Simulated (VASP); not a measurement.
Set up this calculation in VASP 6.6.1, as the native input.

| Property | Result |
| --- | --- |
| Task | relaxation of cell and atoms |
| Functional | PBE |
| Potentials or basis | VASP PAW PBE potentials, release 64 (Zr_sv, Si) |
| Cutoff | 600 eV |
| k mesh | 6 × 6 × 6 |
| Occupations | gaussian, width 0.1 eV |
| Spin | no spin polarisation |
| Dipole correction | no |
| Further INCAR settings | ALGO = Normal; EDIFF = 1e-06; IBRION = 2; EDIFFG = -0.04; NSW = 90; ISIF = 3 |

The structure of ZrSi2 lies in POSCAR:

```
ZrSi2
1.0
    4.0130081687      0.0000000000      0.0000000000
   -2.0065040843      3.4753670197      0.0000000000
    0.0000000000      0.0000000000      3.6049137042
Zr Si
1 2
Direct
    0.0000000000      0.0000000000      0.0000000000
    0.3333333333      0.6666666667      0.5000000000
    0.6666666667      0.3333333333      0.5000000000
```

The input as run:

INCAR

```
PREC = Accurate ; ENCUT = 600
EDIFF = 1E-6 ; ISMEAR = 0
SIGMA = 0.1 ; LREAL = False
LASPH = True ; NELM = 100
ALGO = Normal ; ISIF = 3
LWAVE = False ; LCHARG = False
GGA = PE ; IBRION = 2
NSW = 90 ; EDIFFG = -0.04
```

KPOINTS

```
Automatic mesh
0
Gamma
  6 6 6
```

Potentials or basis: VASP PAW PBE potentials, release 64 (Zr_sv, Si).

Launch:

```bash
$ cat potpaw_PBE.64/Zr_sv/POTCAR potpaw_PBE.64/Si/POTCAR > POTCAR
$ mpirun -np 1 vasp_std > vasp.out
```

It gave:

| Property | Result |
| --- | --- |
| Relaxed volume | 16.77 Å³/atom |
| Relaxed cell | a = 4.025 Å, b = 4.025 Å, c = 3.586 Å, α = 90.00°, β = 90.00°, γ = 120.00° |
| Space group after relaxing (to 0.1 Å) | P6/mmm (No. 191) |
| Energy gained by relaxing | 0.4 meV/atom |
| Ionic steps | 4 |
| Pressure after relaxing | 0.1 GPa |
| Band gap on the k mesh | zero (bands 10 and 11 overlap by 1.70 eV) |

It took 78 s on 1 thread of Intel(R) Xeon(R) Platinum 8259CL CPU @ 2.50GHz (Skylake/Cascade Lake) (shared host), peak memory 0.18 GiB.
